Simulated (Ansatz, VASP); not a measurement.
# Two plane-wave programs on Ga

```
Ga
1.0
     2.71648    0.00000    0.00000
     0.00000    2.71648    0.00000
     0.00000    0.00000    2.71648
Ga
1
Direct
  0.00000 0.00000 0.00000
```

Alike in both runs: task single point; functional PBE; k mesh 10 × 10 × 10; occupations gaussian, width 0.014 eV; no spin polarisation.

```csv
,VASP,Ansatz
version,VASP 6.6.1,Ansatz 0.2.0
potentials or method,"VASP PAW PBE potentials, release 64 (Ga_d)",Ansatz PAW
plane-wave cutoff (eV),500,420
valence electrons in the cell,13,13
```

```csv
,VASP,Ansatz,Ansatz less VASP
gap on the k mesh at the Fermi level (eV),none,none,-
pressure (GPa),0.6,0.6,-0.05
```

A gap of «none» marks a metal or a gap that the smearing closes. The functional is the same, so the differences come from potentials, cutoffs and numerics.
